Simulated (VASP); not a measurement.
**Au: vibrations by perturbation theory with PBEsol**

The system is Au.

```
Au
1.0
     2.74161    0.00000    0.00000
    -1.37080    2.37430    0.00000
     0.00000    0.00000    4.56423
Au
2
Cartesian
  0.0000 1.5829 3.4232
  1.3708 0.7914 1.1411
```

This isn't the form of Au at room conditions, which is fcc.

| Item | Value |
| --- | --- |
| Program | VASP 6.6.1 |
| Task | vibrations by perturbation theory |
| Functional | PBEsol |
| Potentials or basis | VASP PAW PBE potentials, release 64 (Au) |
| Cutoff | 500 eV |
| k mesh | 18 × 18 × 10 |
| Occupations | fermi-dirac, width 0.15 eV |
| Spin | no spin polarisation |
| Dipole correction | no |
| Further INCAR settings | ALGO = Normal; EDIFF = 1e-08; IBRION = 8; NSW = 1 |

```json
{"Highest phonon frequency at Γ": "212 cm⁻¹"}
```

Phonon frequencies in cm⁻¹ (negative: imaginary):
| q point | frequencies |
| --- | --- |
| (0.000, 0.000, 0.000) | 0 0 0 63 63 212 |

It took 19 min on 1 thread of AMD EPYC 7R13, with other jobs on the host, peak memory 0.79 GiB.

Caveat: the cell stands under pressure or tension, which shifts response properties.
